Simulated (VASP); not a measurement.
Wanted: the native input for a VASP 6.6.1 run.

- Task: single point
- Functional: r2SCAN
- Potentials or basis: VASP PAW PBE potentials, release 64 (K_sv, Cl)
- Cutoff: 550 eV
- k mesh: 2 × 2 × 2
- Occupations: gaussian, width 0.01 eV
- Spin: no spin polarisation
- Dipole correction: no
- Further INCAR settings: ALGO = Normal; EDIFF = 1e-06; NBANDS = 15

The system is KCl.

```
CELL_PARAMETERS angstrom
3.83920 0.00000 0.00000
0.00000 3.83920 0.00000
0.00000 0.00000 3.83920
ATOMIC_POSITIONS crystal
K 0.00000 0.00000 0.00000
Cl 0.50000 0.50000 0.50000
```

These files were run (other wordings do the same):

POSCAR

```
KCl
1.0
    3.8391960000      0.0000000000      0.0000000000
    0.0000000000      3.8391960000      0.0000000000
    0.0000000000      0.0000000000      3.8391960000
K Cl
1 1
Direct
    0.0000000000      0.0000000000      0.0000000000
    0.5000000000      0.5000000000      0.5000000000
```

INCAR.step1

```
PREC = Accurate
ENCUT = 550
ISMEAR = 0
SIGMA = 0.01
LREAL = False
LASPH = True
NELM = 120
NBANDS = 15
GGA = PE
ALGO = Normal
EDIFF = 1E-5
LWAVE = True
LCHARG = False
GGA_COMPAT = False
```

INCAR.step2

```
PREC = Accurate
ENCUT = 550
EDIFF = 1E-6
ISMEAR = 0
SIGMA = 0.01
LREAL = False
LASPH = True
NELM = 120
ALGO = Normal
ISIF = 2
LWAVE = False
LCHARG = True
METAGGA = R2SCAN
LMIXTAU = True
LELF = True
LVHAR = True
NBANDS = 15
ISTART = 1
GGA_COMPAT = False
```

KPOINTS

```
Automatic mesh
0
Gamma
  2 2 2
```

Potentials or basis: VASP PAW PBE potentials, release 64 (K_sv, Cl).

Run with:

```console
$ cat potpaw_PBE.64/K_sv/POTCAR potpaw_PBE.64/Cl/POTCAR > POTCAR
$ cp INCAR.step1 INCAR
$ mpirun -np 1 vasp_std > vasp.out
$ cp INCAR.step2 INCAR
$ mpirun -np 1 vasp_std > vasp.out
```

It gave:

| Item | Value |
| --- | --- |
| Pressure | 0.1 GPa |
| Band gap on the k mesh | 5.47 eV (least direct gap 5.68 eV) |

Caveat: the k points lie up to 0.82 Å⁻¹ apart; the PAW data sets were made with another functional, which shifts forces and pressure a little.

Run time: 33 s on 1 thread of Intel Xeon 8259CL, with other jobs on the host, peak memory 0.17 GiB.
